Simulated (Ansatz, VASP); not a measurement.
Two plane-wave programs on Sb

```
CELL_PARAMETERS angstrom
3.35453 0.00000 0.00000
-1.67727 2.90511 0.00000
0.00000 0.00000 5.47016
ATOMIC_POSITIONS crystal
Sb 0.66667 0.33333 0.75000
Sb 0.33333 0.66667 0.25000
```

Alike in both runs: task relaxation of cell and atoms; functional PBE; k mesh 9 × 9 × 5; occupations fermi-dirac, width 0.05 eV; no spin polarisation.

|  | VASP | Ansatz |
| --- | --- | --- |
| version | VASP 6.6.1 | Ansatz 0.2.0 |
| potentials or method | VASP PAW PBE potentials, release 64 (Sb) | Ansatz PAW |
| plane-wave cutoff (eV) | 600 | 420 |
| valence electrons in the cell | 10 | 30 |

```csv
,VASP,Ansatz,Ansatz less VASP
"gap on the k mesh at the Fermi level, each at its own relaxed structure (eV)",none,none,-
relaxed volume (Å³/atom),27.29,27.36,+0.065
relaxed cell length with the largest relative difference (Å),5.314,5.324,+0.0099
```

A gap of «none» marks a metal or a gap that the smearing closes. VASP's potentials hold 10 valence electrons a cell and Ansatz's 30, so a difference there can come from the potentials and not from the codes.

Spin-orbit coupling is off throughout. Noted on Ansatz's run: the plane-wave basis is chosen anew once the cell has moved, so the energies of steps on either side of that aren't comparable.
